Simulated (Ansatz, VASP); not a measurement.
## SiC: VASP beside Ansatz

```xyz
2
Lattice="0.0000 2.1077 2.1077 2.1899 -0.0821 2.1899 2.1899 2.1899 -0.0821" Properties=species:S:1:pos:R:3 pbc="T T T"
Si    0.0000    0.0000    0.0000
C     3.2848    3.1616    3.1616
```

Change from the starting cell: strain -0.0750 x Voigt [0, 0, 0, 1, 0, 0], atoms carried along.

Alike in both runs: task single point; functional PBE; k mesh 10 × 10 × 10; occupations gaussian, width 0.05 eV; no spin polarisation.

|  | VASP | Ansatz |
| --- | --- | --- |
| version | VASP 6.6.1 | Ansatz 0.2.0 |
| potentials or method | VASP PAW PBE potentials, release 64 (Si, C), cutoff 520 eV | scalar-relativistic, plane waves, PAW |
| valence electrons in the cell | 8 | 8 |

VASP gave:

| Item | Value |
| --- | --- |
| gap on the k mesh at the Fermi level (eV) | 0.95 |
| least direct gap on the mesh (eV) | 3.73 |
| pressure (GPa) | 1.5 |
| traceless stress, the component that is largest in VASP (GPa) | 19.92 |
| rms of the force components (eV/Å) | 0.334 |

Question: Which values does Ansatz return?

Answer: gap on the k mesh at the Fermi level (eV): 0.95; least direct gap on the mesh (eV): 3.74; pressure (GPa): 1.6; traceless stress, the component that is largest in VASP (GPa): 19.84; rms of the force components (eV/Å): 0.334.

Atom by atom the forces differ by 0.000 eV/Å (rms over components).
